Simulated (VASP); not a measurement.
# K7Mg8AgF24 (a cell with a defect) in VASP: single point with PBEsol

Aim: the single point of K7Mg8AgF24 (a cell with a defect) with PBEsol.

Everything below comes from runs of VASP 6.6.1. Logs are shortened: lines on timing, memory, paths and dates and some standing lists are left out, and cuts for length are marked.

### Step 1. The cell of the first run

The cell holds a defect, 40 atoms: a = 7.983 Å, b = 7.983 Å, c = 7.983 Å, α = 90.00°, β = 90.00°, γ = 90.00°.

### Step 2. Single point, PBEsol

File INCAR:

```
SYSTEM = K7Mg8AgF24
PREC = Accurate
ENCUT = 520
EDIFF = 1E-7
ISMEAR = -1
SIGMA = 0.05
LREAL = Auto
LASPH = .TRUE.
NELM = 100
ALGO = Normal
ISIF = 2
LWAVE = .FALSE.
LCHARG = .FALSE.
GGA = PS
NBANDS = 155
ISYM = 0
```

File KPOINTS:

```
Automatic mesh
0
Gamma
  1 1 1
  0.25 0.25 0.25
```

File POSCAR:

```
K7Mg8AgF24
1.0
    7.9825440000      0.0000000000      0.0000000000
    0.0000000000      7.9825440000      0.0000000000
    0.0000000000      0.0000000000      7.9825440000
K Ag Mg F
7 1 8 24
Direct
    0.9995580000      0.9995050000      0.0006330000
    0.9996400000      0.9993660000      0.5008810000
    0.9994820000      0.4996720000      0.0008250000
    0.9994980000      0.4998410000      0.5007080000
    0.4993910000      0.9997990000      0.0004640000
    0.4995200000      0.9996260000      0.5009260000
    0.4996670000      0.4993860000      0.0006680000
    0.4994000000      0.4990510000      0.4998320000
    0.2503940000      0.2505010000      0.2516660000
    0.2504260000      0.2506380000      0.7497840000
    0.2506430000      0.7485750000      0.2516790000
    0.2505590000      0.7485630000      0.7497560000
    0.7486430000      0.2505440000      0.2516470000
    0.7485780000      0.2505830000      0.7497280000
    0.7486630000      0.7487350000      0.2517980000
    0.7485210000      0.7485320000      0.7499270000
    0.2498240000      0.2496480000      0.0007710000
    0.2512580000      0.2512930000      0.5007070000
    0.2504130000      0.7493050000      0.0007820000
    0.2508850000      0.7479060000      0.5007890000
    0.7492040000      0.2500560000      0.0007660000
    0.7478520000      0.2512940000      0.5007120000
    0.7490570000      0.7491970000      0.0008680000
    0.7486460000      0.7482600000      0.5008720000
    0.9995250000      0.2499770000      0.2515110000
    0.9995280000      0.2502120000      0.7498450000
    0.9997050000      0.7491990000      0.2512980000
    0.9995940000      0.7488200000      0.7504230000
    0.4995740000      0.2511440000      0.2519990000
    0.4995200000      0.2505120000      0.7497200000
    0.4996140000      0.7480660000      0.2525690000
    0.4996090000      0.7485890000      0.7496150000
    0.2503310000      0.9995450000      0.2515960000
    0.2498330000      0.9995450000      0.7498360000
    0.2507950000      0.4995130000      0.2516410000
    0.2510480000      0.4995790000      0.7499080000
    0.7490030000      0.9996770000      0.2514460000
    0.7492050000      0.9996100000      0.7500780000
    0.7482890000      0.4996160000      0.2520150000
    0.7480940000      0.4995760000      0.7498060000
```

Potentials or basis: VASP PAW PBE potentials, release 64 (K_sv, Ag, Mg, F).

Command:

```console
$ cat potpaw_PBE.64/K_sv/POTCAR potpaw_PBE.64/Ag/POTCAR potpaw_PBE.64/Mg/POTCAR potpaw_PBE.64/F/POTCAR > POTCAR
$ mpirun -np 1 vasp_std > vasp.out
```

OUTCAR:

```text
SYSTEM = K7Mg8AgF24
   PREC = Accurate
   ENCUT = 520
   EDIFF = 1E-7
   ISMEAR = -1
   LREAL = Auto
   LASPH = .TRUE.
   NELM = 100
   ISIF = 2
   GGA = PS
   ISYM = 0

 ion  position               nearest neighbor table
   1  1.000  1.000  0.001-  17 2.82  23 2.83  28 2.83  21 2.83  38 2.83  27 2.83  19 2.83  34 2.83
                            25 2.83  37 2.83  26 2.83  33 2.83  16 3.47  12 3.47  15 3.47  10 3.47
   2  1.000  0.999  0.501-  34 2.82  38 2.82  27 2.82  26 2.82  33 2.82  25 2.82  37 2.82  28 2.82
                            24 2.83  20 2.84  18 2.84  22 2.84  12 3.46  15 3.46  10 3.46  11 3.46
   3  0.999  0.500  0.001-  28 2.82  21 2.82  23 2.82  27 2.82  17 2.82  25 2.82  26 2.82  19 2.83
                            35 2.83  39 2.84  40 2.84  36 2.84  16 3.46  13 3.46  15 3.46  11 3.46
   4  0.999  0.500  0.501-  28 2.81  26 2.82  27 2.82  25 2.82  24 2.82  20 2.82  39 2.82  22 2.82
                            18 2.82  35 2.82  40 2.83  36 2.83  15 3.45  12 3.45  16 3.45  11 3.45
   5  0.499  1.000  0.000-  17 2.82  19 2.82  21 2.82  34 2.82  33 2.82  38 2.82  23 2.82  37 2.83
                            30 2.83  32 2.83  29 2.84  31 2.84  10 3.46  14 3.46  12 3.46   9 3.46
   6  0.500  1.000  0.501-  33 2.81  34 2.81  38 2.82  37 2.82  30 2.82  32 2.82  31 2.82  18 2.82
                            22 2.82  20 2.82  29 2.82  24 2.83  14 3.45  12 3.45  10 3.45  16 3.45
   7  0.500  0.499  0.001-  21 2.82  19 2.82  23 2.82  40 2.82  36 2.82  17 2.82  29 2.82  30 2.82
                            35 2.82  39 2.82  32 2.82  31 2.83  14 3.45  16 3.45  13 3.45  10 3.45
   8  0.499  0.499  0.500-   9 3.44  13 3.44  11 3.44  15 3.44  10 3.44  14 3.45  12 3.45  16 3.45
[... 27 lines left out ...]
  27  1.000  0.749  0.251-  11 2.00  15 2.00   4 2.82   2 2.82   3 2.82   1 2.83
  28  1.000  0.749  0.750-  12 2.00  16 2.00   4 2.81   3 2.82   2 2.82   1 2.83
  29  0.500  0.251  0.252-  13 1.99   9 1.99   7 2.82   6 2.82   5 2.84
  30  0.500  0.251  0.750-  14 1.99  10 1.99   6 2.82   7 2.82   5 2.83
  31  0.500  0.748  0.253-  11 1.99  15 1.99   6 2.82   7 2.83   5 2.84
  32  0.500  0.749  0.750-  16 1.99  12 1.99   6 2.82   7 2.82   5 2.83
  33  0.250  1.000  0.252-   9 2.00  11 2.00   6 2.81   2 2.82   5 2.82   1 2.83
  34  0.250  1.000  0.750-  12 2.00  10 2.00   6 2.81   2 2.82   5 2.82   1 2.83
  35  0.251  0.500  0.252-   9 1.99  11 1.99   7 2.82   4 2.82   3 2.83
  36  0.251  0.500  0.750-  10 1.99  12 1.99   7 2.82   4 2.83   3 2.84
  37  0.749  1.000  0.251-  13 2.00  15 2.00   6 2.82   2 2.82   5 2.83   1 2.83
  38  0.749  1.000  0.750-  14 2.00  16 2.00   6 2.82   2 2.82   5 2.82   1 2.83
  39  0.748  0.500  0.252-  13 1.99  15 1.99   4 2.82   7 2.82   3 2.84
  40  0.748  0.500  0.750-  16 1.99  14 1.99   7 2.82   4 2.83   3 2.84

IMPORTANT INFORMATION: All symmetrisations will be switched off!
NOSYMM: (Re-)initialisation of all symmetry stuff for point group C_1.

----------------------------------------------------------------------------------------

                                     Primitive cell

  volume of cell :     508.6558

  direct lattice vectors                    reciprocal lattice vectors
     7.982544000  0.000000000  0.000000000     0.125273346  0.000000000  0.000000000
     0.000000000  7.982544000  0.000000000     0.000000000  0.125273346  0.000000000
     0.000000000  0.000000000  7.982544000     0.000000000  0.000000000  0.125273346

  length of vectors
     7.982544000  7.982544000  7.982544000     0.125273346  0.125273346  0.125273346

  position of ions in fractional coordinates (direct lattice)
     0.999558000  0.999505000  0.000633000
     0.999640000  0.999366000  0.500881000
     0.999482000  0.499672000  0.000825000
     0.999498000  0.499841000  0.500708000
     0.499391000  0.999799000  0.000464000
     0.499520000  0.999626000  0.500926000
[... 32 lines left out ...]
     0.748289000  0.499616000  0.252015000
     0.748094000  0.499576000  0.749806000

  ion indices of the primitive-cell ions
   primitive index   ion index
                 1           1
                 2           2
                 3           3
                 4           4
                 5           5
                 6           6
[... 32 lines left out ...]
                39          39
                40          40

----------------------------------------------------------------------------------------

 KPOINTS: Automatic mesh

Automatic generation of k-mesh.
 Grid dimensions read from file:
 generate k-points for:    1    1    1

 Generating k-lattice:

  Cartesian coordinates                     Fractional coordinates (reciprocal lattice)
     0.125273346  0.000000000  0.000000000     1.000000000  0.000000000  0.000000000
     0.000000000  0.125273346  0.000000000     0.000000000  1.000000000  0.000000000
     0.000000000  0.000000000  0.125273346     0.000000000  0.000000000  1.000000000

  Length of vectors
     0.125273346  0.125273346  0.125273346

  Shift w.r.t. Gamma in fractional coordinates (k-lattice)
     0.250000000  0.250000000  0.250000000

 Subroutine IBZKPT returns following result:
 ===========================================

 Found      4 irreducible k-points:

 Following reciprocal coordinates:
            Coordinates               Weight
  0.250000  0.250000  0.250000      2.000000
 -0.250000  0.250000  0.250000      2.000000
 -0.250000 -0.250000  0.250000      2.000000
  0.250000 -0.250000  0.250000      2.000000
   k-points           NKPTS =      4   k-points in BZ     NKDIM =      4   number of bands    NBANDS=    155
   number of dos      NEDOS =    301   number of ions     NIONS =     40
   total plane-waves  NPLWV = 216000
   dimension x,y,z NGX =    60 NGY =   60 NGZ =   60
   dimension x,y,z NGXF=   120 NGYF=  120 NGZF=  120
   ions per type =               7   1   8  24
   NGX,Y,Z   is equivalent  to a cutoff of  12.50, 12.50, 12.50 a.u.
   NGXF,Y,Z  is equivalent  to a cutoff of  24.99, 24.99, 24.99 a.u.
 SYSTEM =  K7Mg8AgF24
   PREC   = accura    normal or accurate (medium, high low for compatibility)
   ISTART =      0    job   : 0-new  1-cont  2-samecut
   ICHARG =      2    charge: 1-file 2-atom 10-const
   ISPIN  =      1    spin polarized calculation?
   LNONCOLLINEAR =      F non collinear calculations
   LSORBIT =      F    spin-orbit coupling
   LASPH  =      T    aspherical Exc in radial PAW
   ENCUT  =  520.0 eV  38.22 Ry    6.18 a.u.  14.84 14.84 14.84*2*pi/ulx,y,z
   NELM   =    100;   NELMIN=  2; NELMDL= -5     # of ELM steps
   EDIFF  = 0.1E-06   stopping-criterion for ELM
   LREAL  =      T    real-space projection
   EDIFFG = 0.1E-05   stopping-criterion for IOM
   NSW    =      0    number of steps for IOM
   IBRION =     -1    ionic relax: 0-MD 1-quasi-New 2-CG
   NFREE  =      0    steps in history (QN), initial steepest desc. (CG)
   ISIF   =      2    stress and relaxation
   ISYM   =      0    0-nonsym 1-usesym 2-fastsym
   POTIM  = 0.5000    time-step for ionic-motion
   TEBEG  =    0.0;   TEEND  =   0.0 temperature during run
   PSTRESS=    0.0 pullay stress
   NELECT =     258.0000    total number of electrons
   NUPDOWN=      -1.0000    fix difference up-down
   EMIN   =  10.00;   EMAX   =-10.00  energy-range for DOS
   EFERMI =   0.00;   METHOD = LEGACY
   ISMEAR =    -1;   SIGMA  =   0.05  broadening in eV -4-tet -1-fermi 0-gaus
   EFERMI_NEDOS =   21; number of points for ismear=-14 and -15
   IALGO  =     38    algorithm
   IMIX   =      4    mixing-type and parameters
     AMIX     =   0.40;   BMIX     =  1.00
     AMIX_MAG =   1.60;   BMIX_MAG =  1.00
  volume/ion in A,a.u.               =      12.72        85.81
  Fermi-wavevector in a.u.,A,eV,Ry     =   1.305590  2.467207 23.192011  1.704565
  Thomas-Fermi vector in A             =   2.436449
   LORBIT       =      0    0 simple, 1 ext, 2 COOP (PROOUT), +10 PAW based schemes
   GGA     = PS    functional components
   LHFCALC =     F    Hartree Fock is set to
   AEXX    =    0.0000 exact exchange contribution
   IVDW    =     0    specifies the selected vdW correction
   LEPSILON=     F    determine dielectric tensor
   LRPA    =     F    only Hartree local field effects (RPA)
 non-spin polarized calculation
  energy-cutoff  :      520.00
  volume of cell :      508.66
 maximum number of plane-waves:     13679
   NGX = 29   NGY = 29   NGZ = 29

 number of electron     257.9999702 magnetization

 Free energy of the ion-electron system (eV)
  ---------------------------------------------------
  ext. energy  EPLUGINS =         0.00000000
  ---------------------------------------------------
  free energy    TOTEN  =      -199.96932164 eV

  energy without entropy =     -199.96932164  energy(sigma->0) =     -199.96932164

 E-fermi :   0.7685     XC(G=0):  -9.9853

 val. band max:       -0.5248385971   @ k =   0.2500  -0.2500   0.2500
 cond. band min:       4.0952081246   @ k =   0.2500   0.2500   0.2500
 fundamental gap:      4.6200467217
 Fermi energy:         0.7684825424

 k-point     1 :       0.2500    0.2500    0.2500
  band No.  band energies     occupation
      1     -27.0604      2.00000
      2     -27.0520      2.00000
      3     -27.0509      2.00000
      4     -27.0133      2.00000
      5     -26.9767      2.00000
      6     -26.9746      2.00000
[... 133 lines left out ...]
    140       8.8824      0.00000
    141       9.1843      0.00000

 k-point     2 :      -0.2500    0.2500    0.2500
  band No.  band energies     occupation
      1     -27.0604      2.00000
      2     -27.0520      2.00000
      3     -27.0509      2.00000
      4     -27.0133      2.00000
      5     -26.9767      2.00000
      6     -26.9746      2.00000
[... 133 lines left out ...]
    140       8.8819      0.00000
    141       9.1840      0.00000

 k-point     3 :      -0.2500   -0.2500    0.2500
  band No.  band energies     occupation
      1     -27.0604      2.00000
      2     -27.0520      2.00000
      3     -27.0509      2.00000
      4     -27.0133      2.00000
      5     -26.9767      2.00000
      6     -26.9746      2.00000
[... 133 lines left out ...]
    140       8.8814      0.00000
    141       9.1849      0.00000

 k-point     4 :       0.2500   -0.2500    0.2500
  band No.  band energies     occupation
      1     -27.0604      2.00000
      2     -27.0520      2.00000
      3     -27.0509      2.00000
      4     -27.0133      2.00000
      5     -26.9767      2.00000
      6     -26.9746      2.00000
[... 133 lines left out ...]
    140       8.8808      0.00000
    141       9.1845      0.00000
 [bands above 141 left out]

------------------------ aborting loop because EDIFF is reached ----------------------------------------

  FORCE on cell =-STRESS in cart. coord.  units (eV):
  Direction    XX          YY          ZZ          XY          YZ          ZX
  --------------------------------------------------------------------------------------
  -------------------------------------------------------------------------------------
  Total       -3.1857679     -3.1849475     -3.1671168      0.0062654     -0.0137598     -0.0132291
  in kB      -10.0346160    -10.0320318     -9.9758682      0.0197348     -0.0433410     -0.0416694
  external PRESSURE =     -10.0141720 kB  Pullay stress =       0.0000000 kB

 VOLUME and BASIS-vectors are now :
 -----------------------------------------------------------------------------
  energy-cutoff  :      520.00
  volume of cell :      508.66
      direct lattice vectors                 reciprocal lattice vectors
     7.982544000  0.000000000  0.000000000     0.125273346  0.000000000  0.000000000
     0.000000000  7.982544000  0.000000000     0.000000000  0.125273346  0.000000000
     0.000000000  0.000000000  7.982544000     0.000000000  0.000000000  0.125273346

 POSITION                                       TOTAL-FORCE (eV/Angst)
 -----------------------------------------------------------------------------------
      7.97902      7.97859      0.00505        -0.001330     -0.001684      0.005237
      7.97967      7.97748      3.99830        -0.001460      0.002475     -0.000279
      7.97841      3.98865      0.00659         0.000584     -0.000438      0.000742
      7.97854      3.99000      3.99692        -0.004031     -0.004659      0.005579
      3.98641      7.98094      0.00370        -0.000756     -0.005423      0.007765
      3.98744      7.97956      3.99866         0.000715     -0.002087     -0.001525
[... 32 lines left out ...]
      5.97325      3.98821      2.01172         0.000813      0.002284      0.000379
      5.97169      3.98789      5.98536        -0.001232     -0.000688     -0.007759
 -----------------------------------------------------------------------------------
    total drift:                               -0.010033     -0.014510      0.025769

  FREE ENERGIE OF THE ION-ELECTRON SYSTEM (eV)
  ---------------------------------------------------
  free  energy   TOTEN  =      -199.9693216426 eV

  energy  without entropy=     -199.9693216425  energy(sigma->0) =     -199.96932164
```

Wall time 18 min (1 thread of Oxide Virtual Turin-like, shared host); peak memory 0.58 GiB.

What came out:

```
Free energy            : -199.9693 eV
Pressure               : -1.0 GPa
Largest force          : 0.013 eV/Å
Band gap on the k mesh : 4.62 eV
```

Forces in eV/Å, atoms in the order of the input:
```
K   -0.001 -0.002  0.005
K   -0.001  0.002  0.000
K    0.001  0.000  0.001
K   -0.004 -0.005  0.006
K   -0.001 -0.005  0.008
K    0.001 -0.002 -0.002
K   -0.002  0.002  0.003
Ag   0.002  0.002  0.001
Mg   0.005 -0.006 -0.003
Mg   0.001 -0.009  0.001
Mg  -0.003  0.007 -0.001
Mg   0.002  0.005  0.008
Mg   0.001 -0.002  0.000
Mg   0.004 -0.004  0.004
Mg   0.002  0.001  0.000
Mg   0.008  0.010 -0.003
F    0.002  0.005  0.000
F    0.001  0.006  0.001
F   -0.002 -0.002  0.001
F    0.003 -0.001 -0.003
F   -0.002  0.001 -0.002
F    0.002  0.003  0.001
F   -0.005 -0.003  0.004
F   -0.004 -0.003 -0.004
F    0.002  0.003  0.003
F   -0.004  0.005 -0.001
F   -0.005 -0.004  0.001
F   -0.001 -0.003 -0.001
F   -0.005  0.003 -0.002
F   -0.002  0.008 -0.004
F    0.006 -0.003 -0.004
F   -0.003 -0.009 -0.009
F    0.001  0.001  0.001
F    0.000  0.000 -0.001
F    0.003  0.001  0.005
F    0.005 -0.001 -0.007
F   -0.003 -0.004  0.000
F   -0.003  0.000  0.000
F    0.001  0.002  0.000
F   -0.001 -0.001 -0.008
```

Caveat: the k points lie up to 0.79 Å⁻¹ apart; the PAW data sets were made with another functional, which shifts forces and pressure a little.
